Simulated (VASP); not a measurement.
Here is a VASP 6.6.1 calculation.

Contents of INCAR:

```
PREC = Accurate
ENCUT = 520
EDIFF = 1E-6
ISMEAR = 0
SIGMA = 0.1
LREAL = False
LASPH = True
NELM = 100
ALGO = Normal
ISIF = 2
LWAVE = False
LCHARG = False
LDIPOL = True
IDIPOL = 3
DIPOL = 0.5 0.5 0.500
GGA = PE
NBANDS = 21
```

File KPOINTS:

```
Automatic mesh
0
Gamma
  3 3 1
```

File POSCAR:

```
GeBr2
1.0
    6.3611010000      0.0000000000      0.0000000000
   -3.1805510000      5.5088750000      0.0000000000
    0.0000000000      0.0000000000     14.0000000000
Ge Br
1 2
Direct
    0.0000000000      0.0000000000      0.5000000000
    0.3333333300      0.6666666700      0.5000000000
    0.6666666700      0.3333333300      0.5000000000
```

Potentials or basis: VASP PAW PBE potentials, release 64 (Ge_d, Br).

Run with:

```bash
$ cat potpaw_PBE.64/Ge_d/POTCAR potpaw_PBE.64/Br/POTCAR > POTCAR
$ mpirun -np 1 vasp_std > vasp.out
```

Question: What does it give for the band gap on the k mesh?

Answer: 0.17 eV.

Caveat: semilocal functionals underestimate gaps, and a narrow one can read as zero.
